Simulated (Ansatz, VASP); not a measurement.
**One calculation of ZrTeI, two programs**

Contents of POSCAR:

```
ZrTeI
1.0
    4.3158700000      0.0000000000      0.0000000000
    0.0000000000      4.3158700000      0.0000000000
    0.0000000000      0.0000000000      9.5996290000
I Te Zr
2 2 2
Direct
    0.0000000000      0.0000000000      0.0000000000
    0.5000000000      0.5000000000      0.0000000000
    0.0000000000      0.5000000000      0.6280000000
    0.5000000000      0.0000000000      0.3720000000
    0.0000000000      0.5000000000      0.2490000000
    0.5000000000      0.0000000000      0.7510000000
```

File INCAR.step1:

```
ALGO     = Normal         # electronic algorithm
EDIFF    = 1E-4           # SCF threshold, eV
ENCUT    = 520            # plane-wave cutoff, eV
GGA      = PE             # functional
ISMEAR   = -1             # smearing method
LASPH    = True           # aspherical terms in the spheres
LCHARG   = False          # write CHGCAR
LREAL    = False          # projectors in reciprocal space
LWAVE    = True           # write WAVECAR
NBANDS   = 34             # bands
NELM     = 100            # most SCF steps
PREC     = Accurate       # precision mode
SIGMA    = 0.1            # smearing width, eV
```

INCAR.step2

```
ALGO     = Normal         # electronic algorithm
EDIFF    = 1E-6           # SCF threshold, eV
ENCUT    = 520            # plane-wave cutoff, eV
ISIF     = 2              # what is computed and relaxed
ISMEAR   = -1             # smearing method
ISTART   = 1            
LASPH    = True           # aspherical terms in the spheres
LCHARG   = False          # write CHGCAR
LMIXTAU  = True         
LREAL    = False          # projectors in reciprocal space
LWAVE    = False          # write WAVECAR
METAGGA  = R2SCAN         # meta-GGA
NBANDS   = 34             # bands
NELM     = 100            # most SCF steps
PREC     = Accurate       # precision mode
SIGMA    = 0.1            # smearing width, eV
```

KPOINTS

```
k-points
0
Gamma
  8 8 4
```

Input for Ansatz:

```yaml
crystal:
  lattice:
    - [4.31587, 0.0, 0.0]
    - [0.0, 4.31587, 0.0]
    - [0.0, 0.0, 9.599629]
  atoms:
    - { symbol: I, position: [0.0, 0.0, 0.0] }
    - { symbol: I, position: [0.5, 0.5, 0.0] }
    - { symbol: Te, position: [0.0, 0.5, 0.628] }
    - { symbol: Te, position: [0.5, 0.0, 0.372] }
    - { symbol: Zr, position: [0.0, 0.5, 0.249] }
    - { symbol: Zr, position: [0.5, 0.0, 0.751] }
  symmetry: { tolerance: 0.0003 }
kpoints:
  mp_grid: { grid: [8, 8, 4], shift: [0, 0, 0] }
  band_path:
    path:
      - [0.0, 0.0, 0.0]
      - [0.0, 0.5, 0.0]
      - [0.5, 0.5, 0.0]
      - [0.0, 0.0, 0.0]
      - [0.0, 0.0, 0.5]
      - [0.0, 0.5, 0.5]
      - [0.5, 0.5, 0.5]
      - [0.0, 0.0, 0.5]
      - [0.0, 0.5, 0.0]
      - [0.0, 0.5, 0.5]
      - [0.5, 0.5, 0.0]
    npoints: 6
magnetization:
  spin_polarized: false
scf:
  occupations: { method: fermi_dirac }
  lower_state_search: "off"
  max_iter: 200
hamiltonian:
  pseudopotentials: { kind: paw }
  xc: r2scan
basis:
  ecutwfc: 500
  fft_grid_basis: typed
output:
  forces: true
  stress: true
  eigenvalues: true
  bader: true
  populations: true
  elf: true
  write_potential: true
  volumetric_format: npy
  dos:
    e_range: [-12, 8]
    de: 0.05
    projected: { site_lists: { I: [I], Te: [Te], Zr: [Zr] } }
checkpoint:
  read: saved_state
```

Alike in both runs: task single point; functional r2SCAN; k mesh 8 × 8 × 4; no spin polarisation.

|  | VASP | Ansatz |
| --- | --- | --- |
| version | VASP 6.6.1 | Ansatz 0.2.0 |
| potentials or method | VASP PAW PBE potentials, release 64 (I, Te, Zr_sv), cutoff 520 eV | PAW plane waves |
| occupations | fermi-dirac, width 0.1 eV | fermi-dirac |
| valence electrons in the cell | 50 | 90 |

```tsv
	VASP	Ansatz	Ansatz less VASP
pressure (GPa)	-0.8	-0.8	+0.01
traceless stress, the component that is largest in VASP (GPa)	-10.31	-10.30	+0.004
rms of the force components (eV/Å)	0.142	0.144	+0.0016
```

VASP's potentials were made for PBE, not for r2SCAN. Atom by atom the forces differ by 0.002 eV/Å (rms over components). VASP's potentials hold 50 valence electrons a cell and Ansatz's 90, so a difference there can come from the potentials and not from the codes.

Neither program's run includes spin-orbit coupling.
